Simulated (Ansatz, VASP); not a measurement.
## Two plane-wave programs on C

```
C
1.0
     2.45617    0.00000    0.00000
    -1.22809    2.12711    0.00000
     0.00000    0.00000    8.52380
C
2
Direct
  0.33333 0.66667 0.00000
  0.66667 0.33333 0.00000
```

Alike in both runs: task relaxation of cell and atoms; functional PBEsol; dispersion D3(BJ); k mesh 13 × 13 × 4; occupations fermi-dirac, width 0.1 eV; no spin polarisation.

|  | VASP | Ansatz |
| --- | --- | --- |
| version | VASP 6.6.1 | Ansatz 0.2.0 |
| potentials or method | VASP PAW PBE potentials, release 64 (C_h), cutoff 1300 eV | plane waves, PAW |
| valence electrons in the cell | 8 | 8 |

|  | VASP | Ansatz | Ansatz less VASP |
| --- | --- | --- | --- |
| relaxed volume (Å³/atom) | 22.31 | 9.28 | -13.025 |
| relaxed length of the cell vector where the two differ most in proportion (Å) | 8.522 | 3.548 | -4.9731 |

VASP's potentials were made for PBE, not for PBEsol. One of these differences is far larger than is usual between the two programs; its cause wasn't traced.
